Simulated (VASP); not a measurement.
## In: single point with LDA

In:

```
CELL_PARAMETERS angstrom
3.37691 0.00000 0.00000
0.24723 3.36784 0.00000
-1.81207 -1.68392 2.29876
ATOMIC_POSITIONS crystal
In 0.00000 0.00000 0.00000
```

| Property | Result |
| --- | --- |
| Program | VASP 6.6.1 |
| Task | single point |
| Functional | LDA |
| Potentials or basis | VASP PAW LDA potentials, release 64 (In_d) |
| Cutoff | 520 eV |
| k mesh | 11 × 11 × 11 |
| Occupations | gaussian, width 0.05 eV |
| Spin | no spin polarisation |
| Dipole correction | no |
| Further INCAR settings | ALGO = Normal; EDIFF = 1e-06; NBANDS = 12 |

```json
{
 "Pressure": "-2.6 GPa",
 "Band gap on the k mesh": "zero (an odd number of electrons rules out a gap without spin polarisation)"
}
```

Stress tensor (GPa, compression positive):
```
-2.64 -0.17  0.00
-0.17 -2.61  0.00
 0.00  0.00 -2.46
```

Levels at points of the mesh, in eV from the Fermi level:
| k point | band 4 | band 5 | band 6 | band 7 | band 8 | band 9 |
| --- | --- | --- | --- | --- | --- | --- |
| (0.00, 0.00, 0.00) | -14.47 | -14.36 | -9.60 | 10.39 | 10.39 | 10.55 |

It took 41 s on 1 thread of Intel Xeon 8259CL, with other jobs on the host, peak memory 0.17 GiB.

Caveat: spin-orbit coupling is left out, which moves the levels of the heavy elements.
